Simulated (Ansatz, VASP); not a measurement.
## Zr: VASP beside Ansatz

INCAR

```
PREC = Accurate
ENCUT = 520
EDIFF = 1E-6
ISMEAR = -1
SIGMA = 0.08
LREAL = False
LASPH = True
NELM = 100
ALGO = Normal
ISIF = 2
LWAVE = False
LCHARG = False
GGA = PS
NBANDS = 12
```

KPOINTS

```
regular mesh
0
Gamma
  14 14 14
```

File POSCAR:

```
Zr
1.0
   -1.8100000000      1.8100000000      1.7738000000
    1.8100000000     -1.8100000000      1.7738000000
    1.8100000000      1.8100000000     -1.7738000000
Zr
1
Direct
    0.0000000000      0.0000000000      0.0000000000
```

Input for Ansatz:

```yaml
crystal:
  lattice:
    - [-1.81, 1.81, 1.7738]
    - [1.81, -1.81, 1.7738]
    - [1.81, 1.81, -1.7738]
  atoms:
    - { symbol: Zr, position: [0.0, 0.0, 0.0] }
kpoints:
  mp_grid: { grid: [14, 14, 14] }
  band_path:
    path:
      - [0.0, 0.0, 0.0]
      - [0.0, 0.0, 0.5]
      - [-0.5, 0.5, 0.5]
      - [0.0, 0.0, 0.0]
      - [0.4901, 0.4901, -0.4901]
      - [-0.4901, 0.5099, 0.4901]
      - [-0.5, 0.5, 0.5]
      - [0.0, 0.0, 0.5]
      - [0.25, 0.25, 0.25]
    npoints: 5
scf:
  occupations: { method: fermi_dirac, width: 0.08 }
hamiltonian:
  xc: pbesol
  pseudopotentials: { kind: all_electron, lapw: { basis_error: 0.0005 } }
output:
  forces: true
  stress: true
  eigenvalues: true
```

Change from the starting cell: zz strain of -2 %.

Alike in both runs: task single point; functional PBEsol; k mesh 14 × 14 × 14; occupations fermi-dirac, width 0.08 eV; no spin polarisation.

|  | VASP | Ansatz |
| --- | --- | --- |
| version | VASP 6.6.1 | Ansatz 0.2.0 |
| potentials or method | VASP PAW PBE potentials, release 64 (Zr_sv), cutoff 520 eV | all-electron LAPW, scalar-relativistic |

```csv
,VASP,Ansatz,Ansatz less VASP
pressure (GPa),-5.2,-5.2,-0.04
"traceless stress, the component that is largest in VASP (GPa)",-0.14,-0.14,0.000
```

VASP's potentials were made for PBE, not for PBEsol. Ansatz ran all-electron here, and VASP with PAW potentials.
